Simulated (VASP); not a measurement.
# AgCl (Immm) in VASP: further runs, part 2 of 2

VASP 6.6.1. Earlier steps stand in the parts before.

## 3. Single point, r2SCAN (strain +0.0450 x Voigt [0, 0, 0, 0, 1, 0])

File POSCAR:

```
AgCl
1.0
    0.0623958750      2.7731500000      2.7731500000
    2.8355458750      0.0000000000      2.8355458750
    2.7731500000      2.7731500000      0.0623958750
Ag Cl
1 1
Direct
    0.5000000000      0.5000000000      0.5000000000
    0.0000000000      0.0000000000      0.0000000000
```

File INCAR.step1:

```
PREC     = Accurate       # precision mode
ENCUT    = 520            # plane-wave cutoff, eV
ISMEAR   = 0              # smearing method
SIGMA    = 0.05           # smearing width, eV
LREAL    = False          # projectors in reciprocal space
LASPH    = True           # aspherical terms in the spheres
NELM     = 100            # most SCF steps
NBANDS   = 16             # bands
GGA      = PE             # functional
ALGO     = Normal         # electronic algorithm
EDIFF    = 1E-4           # SCF threshold, eV
LWAVE    = True           # write WAVECAR
LCHARG   = False          # write CHGCAR
```

File INCAR.step2:

```
PREC     = Accurate       # precision mode
ENCUT    = 520            # plane-wave cutoff, eV
EDIFF    = 1E-6           # SCF threshold, eV
ISMEAR   = 0              # smearing method
SIGMA    = 0.05           # smearing width, eV
LREAL    = False          # projectors in reciprocal space
LASPH    = True           # aspherical terms in the spheres
NELM     = 100            # most SCF steps
ALGO     = Normal         # electronic algorithm
ISIF     = 2              # what is computed and relaxed
LWAVE    = False          # write WAVECAR
LCHARG   = True           # write CHGCAR
METAGGA  = R2SCAN         # meta-GGA
LMIXTAU  = True         
LELF     = True           # ELF
LVHAR    = True         
NBANDS   = 16             # bands
ISTART   = 1
```

File KPOINTS:

```
regular mesh
0
Gamma
  8 8 8
```

Potentials or basis: VASP PAW PBE potentials, release 64 (Ag, Cl).

Launch:

```
cat potpaw_PBE.64/Ag/POTCAR potpaw_PBE.64/Cl/POTCAR > POTCAR
cp INCAR.step1 INCAR
mpirun -np 1 vasp_std > vasp.out
cp INCAR.step2 INCAR
mpirun -np 1 vasp_std > vasp.out
```

OUTCAR:

```text
PREC = Accurate
   ENCUT = 520
   EDIFF = 1E-6
   ISMEAR = 0
   LREAL = False
   LASPH = True
   NELM = 100
   ISIF = 2
   METAGGA = R2SCAN
   ISTART = 1

 ion  position               nearest neighbor table
   1  0.500  0.500  0.500-   2 2.77   2 2.77   2 2.77   2 2.77   2 2.77   2 2.77
   2  0.000  0.000  0.000-   1 2.77   1 2.77   1 2.77   1 2.77   1 2.77   1 2.77

  LATTYP: Found a body centered orthorhombic cell.
 ALAT       =     3.8335852478
 B/A-ratio  =     1.0460358056
 C/A-ratio  =     1.4467657927

  Lattice vectors:

 A1 = (   0.0623958750,  -2.7731500000,   2.7731500000)
 A2 = (  -0.0623958750,  -2.7731500000,  -2.7731500000)
 A3 = (   2.7731500000,   2.7731500000,   0.0623958750)

Analysis of symmetry for initial positions (statically):
=====================================================================
 Subroutine PRICEL returns:
 Original cell was already a primitive cell.

 Routine SETGRP: Setting up the symmetry group for a
 body centered orthorhombic supercell.

 Subroutine GETGRP returns: Found  8 space group operations
 (whereof  8 operations were pure point group operations)
 out of a pool of  8 trial point group operations.

The static configuration has the point symmetry D_2h.

Analysis of symmetry for dynamics (positions and initial velocities):
=====================================================================
 Subroutine PRICEL returns:
 Original cell was already a primitive cell.

 Routine SETGRP: Setting up the symmetry group for a
 body centered orthorhombic supercell.

 Subroutine GETGRP returns: Found  8 space group operations
 (whereof  8 operations were pure point group operations)
 out of a pool of  8 trial point group operations.

The dynamic configuration has the point symmetry D_2h.

 Subroutine INISYM returns: Found  8 space group operations
 (whereof  8 operations are pure point group operations),
 and found     1 'primitive' translations

----------------------------------------------------------------------------------------

                                     Primitive cell

[... 112 lines left out ...]
  Fermi-wavevector in a.u.,A,eV,Ry     =   1.228162  2.320889 20.522777  1.508382
  Thomas-Fermi vector in A             =   2.363098
   LORBIT       =      0    0 simple, 1 ext, 2 COOP (PROOUT), +10 PAW based schemes
   METAGGA = R2SCAN    functional components
   LHFCALC =     F    Hartree Fock is set to
   AEXX    =    0.0000 exact exchange contribution
   IVDW    =     0    specifies the selected vdW correction
   LEPSILON=     F    determine dielectric tensor
   LRPA    =     F    only Hartree local field effects (RPA)
 non-spin polarized calculation
 Gauss-broadening in eV      SIGMA  =   0.05
  energy-cutoff  :      520.00
  volume of cell :       42.63
 maximum number of plane-waves:      1163
 NGX is ok and might be reduce to    30
   NGX = 15   NGY = 15   NGZ = 15

 number of electron      18.0000000 magnetization

 Free energy of the ion-electron system (eV)
  ---------------------------------------------------
  ext. energy  EPLUGINS =         0.00000000
  ---------------------------------------------------
  free energy    TOTEN  =       -28.64173096 eV

  energy without entropy =      -28.64173096  energy(sigma->0) =      -28.64173096

 E-fermi :   3.8889     XC(G=0): -10.5114

 val. band max:        3.5805312022   @ k =   0.5000   0.0000  -0.0000
 cond. band min:       4.9585927734   @ k =   0.0000   0.0000   0.0000
 fundamental gap:      1.3780615712
 Fermi energy:         3.8889417045

 k-point     1 :       0.0000    0.0000    0.0000
  band No.  band energies     occupation
      1     -12.2711      2.00000
      2       1.0034      2.00000
      3       1.0748      2.00000
      4       1.0879      2.00000
      5       1.0947      2.00000
      6       1.1393      2.00000
[... 433 lines left out ...]
      3      -0.0533      2.00000
      4       0.0722      2.00000
      5       1.0593      2.00000
      6       1.4279      2.00000
[... 8 lines left out ...]
     15      18.7845      0.00000
     16      19.9496      0.00000

 [... further k-points ...]

------------------------ aborting loop because EDIFF is reached ----------------------------------------

  FORCE on cell =-STRESS in cart. coord.  units (eV):
  Direction    XX          YY          ZZ          XY          YZ          ZX
  --------------------------------------------------------------------------------------
  -------------------------------------------------------------------------------------
  Total       -0.0300758     -0.0376283     -0.0300758     -0.0000000      0.0000000     -0.0662539
  in kB       -1.1303116     -1.4141469     -1.1303116     -0.0000000      0.0000000     -2.4899553
  external PRESSURE =      -1.2249234 kB  Pullay stress =       0.0000000 kB

 VOLUME and BASIS-vectors are now :
 -----------------------------------------------------------------------------
  energy-cutoff  :      520.00
  volume of cell :       42.63
      direct lattice vectors                 reciprocal lattice vectors
     0.062395875  2.773150000  2.773150000    -0.184450517  0.180300380  0.184450517
     2.835545875  0.000000000  2.835545875     0.176332890 -0.180300380  0.176332890
     2.773150000  2.773150000  0.062395875     0.184450517  0.180300380 -0.184450517

 POSITION                                       TOTAL-FORCE (eV/Angst)
 -----------------------------------------------------------------------------------
      2.83555      2.77315      2.83555         0.000000      0.000000      0.000000
      0.00000      0.00000      0.00000        -0.000000      0.000000     -0.000000
 -----------------------------------------------------------------------------------
    total drift:                                0.000000      0.000000      0.000000

  FREE ENERGIE OF THE ION-ELECTRON SYSTEM (eV)
  ---------------------------------------------------
  free  energy   TOTEN  =       -28.6417309593 eV

  energy  without entropy=      -28.6417309593  energy(sigma->0) =      -28.64173096
```

OUTCAR.step1:

```text
PREC = Accurate
   ENCUT = 520
   ISMEAR = 0
   LREAL = False
   LASPH = True
[... 680 lines left out ...]
      2.83555      2.77315      2.83555         0.000000      0.000000      0.000000
      0.00000      0.00000      0.00000        -0.000000      0.000000     -0.000000
 -----------------------------------------------------------------------------------
    total drift:                                0.000000      0.000000      0.000000

  FREE ENERGIE OF THE ION-ELECTRON SYSTEM (eV)
  ---------------------------------------------------
  free  energy   TOTEN  =        -5.3926952041 eV

  energy  without entropy=       -5.3926952041  energy(sigma->0) =       -5.39269520
```

It took 7.3 min on 1 thread of Intel Xeon 8259CL, shared host; peak memory 0.21 GiB.

Results:

```
Free energy            : -28.6417 eV
Pressure               : -0.1 GPa
Band gap on the k mesh : 1.38 eV (least direct gap 3.66 eV)
```

Stress tensor (GPa, compression positive):
```
-0.11  0.00 -0.25
 0.00 -0.14  0.00
-0.25  0.00 -0.11
```

Levels at points of the mesh, in eV from the valence-band top:
```tsv
k point	band 5	band 6	band 7	band 8	band 9	band 10	band 11	band 12	band 13	band 14
(0.00, 0.00, 0.00)	-2.49	-2.44	-2.42	-2.41	-2.38	1.38	11.03	11.29	11.59	12.69
(0.50, 0.00, 0.00)	-2.12	-2.09	-1.76	-0.05	0.00	4.58	7.22	7.96	8.22	13.94
(0.00, 0.50, 0.00)	-2.15	-2.10	-1.82	-0.08	-0.04	4.75	7.01	8.26	8.53	13.93
(0.50, 0.50, 0.00)	-2.80	-2.24	-2.00	-2.00	-1.89	2.90	8.31	9.16	12.31	12.34
(0.50, 0.00, 0.50)	-2.80	-2.24	-2.00	-1.99	-1.89	2.87	8.33	9.20	12.10	12.54
```

Caveat: the cell differs from its parent crystal (strain +0.0450 x Voigt [0, 0, 0, 0, 1, 0]); the PAW data sets were made with another functional, which shifts forces and pressure a little. A k mesh can miss the band edges.
